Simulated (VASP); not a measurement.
Si16H7O, 24 atoms in the cell. The cell holds a slab with vacuum, 24 atoms: a = 7.679 Å, b = 7.679 Å, c = 17.869 Å, α = 90.00°, β = 90.00°, γ = 60.00°. 

```yaml
Program: VASP 6.6.1
Task: single point
Functional: PBEsol
Potentials_or_basis: VASP PAW PBE potentials, release 64 (H, Si, O)
Cutoff: 520 eV
k_mesh: 2 × 2 × 1
Occupations: fermi-dirac, width 0.02 eV
Spin: collinear spin, ferromagnetic start
Starting_moments: "[0.0, 0.0, 0.0, 0.0, 0.0, 0.0, 0.0, 0.0, 0.0, 0.0, 0.0, 0.0, 0.0, 0.0, 0.0, 0.0, 0.0, 0.0, 0.0, 0.0, 0.0, 0.0, 0.0, 1.0] μB"
Dipole_correction: no
Further_INCAR_settings: LREAL = Auto; ALGO = Normal; EDIFF = 1e-06; NBANDS = 60
```

Potentials or basis: VASP PAW PBE potentials, release 64 (H, Si, O).

Launch:

```sh
$ cat potpaw_PBE.64/H/POTCAR potpaw_PBE.64/Si/POTCAR potpaw_PBE.64/O/POTCAR > POTCAR
$ mpirun -np 1 vasp_std > vasp.out
```

Hardware: 1 thread of Intel(R) Xeon(R) Platinum 8488C (Sapphire Rapids), with other jobs on the host.

Q: Estimate the wall time of this run.

A: Run time: 22 min on 1 thread of Intel(R) Xeon(R) Platinum 8488C (Sapphire Rapids), on a shared host, peak memory 1.4 GiB. Counts: scf iterations 27, k points 4.
